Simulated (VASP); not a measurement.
Set up this calculation in VASP 6.6.1, as the native input.

- Task: relaxation of cell and atoms
- Functional: r2SCAN
- Potentials or basis: VASP PAW PBE potentials, release 64 (Zn, S)
- Cutoff: 600 eV
- k mesh: 8 × 8 × 8
- Occupations: gaussian, width 0.02 eV
- Spin: no spin polarisation
- Dipole correction: no
- Further INCAR settings: ALGO = Normal; EDIFF = 1e-07; IBRION = 2; EDIFFG = -0.005; NSW = 100; ISIF = 3

Crystal: ZnS.

```
CELL_PARAMETERS angstrom
0.00000 2.70200 2.70200
2.70200 0.00000 2.70200
2.70200 2.70200 0.00000
ATOMIC_POSITIONS crystal
Zn 0.25000 0.25000 0.25000
S 0.00000 0.00000 0.00000
```

One way to write it, as run:

POSCAR

```
ZnS
1.0
    0.0000000000      2.7020000000      2.7020000000
    2.7020000000      0.0000000000      2.7020000000
    2.7020000000      2.7020000000      0.0000000000
Zn S
1 1
Direct
    0.2500000000      0.2500000000      0.2500000000
    0.0000000000      0.0000000000      0.0000000000
```

INCAR.step1

```
PREC = Accurate
ENCUT = 600
ISMEAR = 0
SIGMA = 0.02
LREAL = False
LASPH = True
NELM = 100
GGA = PE
ALGO = Normal
EDIFF = 1E-4
LWAVE = True
LCHARG = False
```

INCAR.step2

```
PREC = Accurate
ENCUT = 600
EDIFF = 1E-7
ISMEAR = 0
SIGMA = 0.02
LREAL = False
LASPH = True
NELM = 100
ALGO = Normal
ISIF = 3
LWAVE = False
LCHARG = False
METAGGA = R2SCAN
LMIXTAU = True
IBRION = 2
NSW = 100
EDIFFG = -0.005
ISTART = 1
```

KPOINTS

```
Automatic mesh
0
Gamma
  8 8 8
```

Potentials or basis: VASP PAW PBE potentials, release 64 (Zn, S).

Command:

```console
$ cat potpaw_PBE.64/Zn/POTCAR potpaw_PBE.64/S/POTCAR > POTCAR
$ cp INCAR.step1 INCAR
$ mpirun -np 1 vasp_std > vasp.out
$ cp INCAR.step2 INCAR
$ mpirun -np 1 vasp_std > vasp.out
```

Results of the run:

```yaml
Relaxed_volume: 19.57 Å³/atom
Relaxed_cell: a = 3.811 Å, b = 3.811 Å, c = 3.811 Å, α = 60.00°, β = 60.00°, γ = 60.00°
Space_group_after_relaxing_to_0.05_Å: F-43m (No. 216)
Energy_gained_by_relaxing: 0.4 meV/atom
Ionic_steps: 4
Pressure_after_relaxing: 0.0 GPa
Band_gap_on_the_k_mesh: 2.71 eV, direct
```

Caveat: the PAW data sets were made with another functional, which shifts forces and pressure a little.

It took 98 s on 1 thread of Intel(R) Xeon(R) 6975P-C (Granite Rapids), on a shared host, peak memory 0.19 GiB.
